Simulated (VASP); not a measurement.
Os: relaxation of cell and atoms with r2SCAN

The system is Os.

```
Os
1.0
     2.73410    0.00000    0.00000
    -1.36705    2.36780    0.00000
     0.00000    0.00000    4.31970
Os
2
Direct
  0.33333 0.66667 0.25000
  0.66667 0.33333 0.75000
```

- Program: VASP 6.6.1
- Task: relaxation of cell and atoms
- Functional: r2SCAN
- Potentials or basis: VASP PAW PBE potentials, release 64 (Os)
- Cutoff: 660 eV
- k mesh: 14 × 14 × 8, shifted
- Occupations: fermi-dirac, width 0.1 eV
- Spin: no spin polarisation
- Dipole correction: no
- Further INCAR settings: ALGO = Normal; EDIFF = 1e-07; ISYM = 0; IBRION = 2; EDIFFG = -0.002; NSW = 100; ISIF = 3

```yaml
Relaxed_volume: 14.05 Å³/atom
Relaxed_cell: a = 2.740 Å, b = 2.740 Å, c = 4.323 Å, α = 90.00°, β = 90.00°, γ = 120.00°
Space_group_after_relaxing_to_0.1_Å: P6_3/mmc (No. 194)
Energy_gained_by_relaxing: 0.5 meV/atom
Ionic_steps: 9
Pressure_after_relaxing: 0.0 GPa
Band_gap_on_the_k_mesh: zero (bands 8 and 9 overlap by 3.92 eV)
```

The path:
```csv
step,energy change (eV),largest force (eV/Å),pressure (GPa),volume (Å³)
1,0.0000,0.0000,2.16,27.96
2,0.0175,0.0000,-9.11,28.74
3,-0.0009,0.0000,-0.03,28.11
4,-0.0009,0.0000,-0.07,28.11
5,-0.0009,0.0000,0.00,28.11
6,-0.0010,0.0000,-0.04,28.11
7,-0.0010,0.0000,-0.04,28.11
8,-0.0010,0.0000,0.12,28.10
9,-0.0010,0.0000,0.00,28.10
```

Final structure:
```
Os
1.0
     2.73983    0.00000    0.00000
    -1.36991    2.37276    0.00000
     0.00000    0.00000    4.32320
Os
2
Direct
  0.33333 0.66667 0.25000
  0.66667 0.33333 0.75000
```

Levels at points of the mesh, in eV from the Fermi level:
```tsv
k point	band 5	band 6	band 7	band 8	band 9	band 10	band 11	band 12
(0.04, 0.04, 0.06)	-2.67	-2.46	-2.21	-1.72	-1.70	-0.80	1.80	2.61
```

Wall time 43 min on 4 MPI ranks on Intel(R) Xeon(R) Platinum 8559C (Emerald Rapids) (shared host), peak memory 1.1 GiB a rank.

Caveat: the PAW data sets were made with another functional, which shifts forces and pressure a little; spin-orbit coupling is left out, which moves the levels of the heavy elements. Zero-point motion and thermal expansion aren't in these numbers.
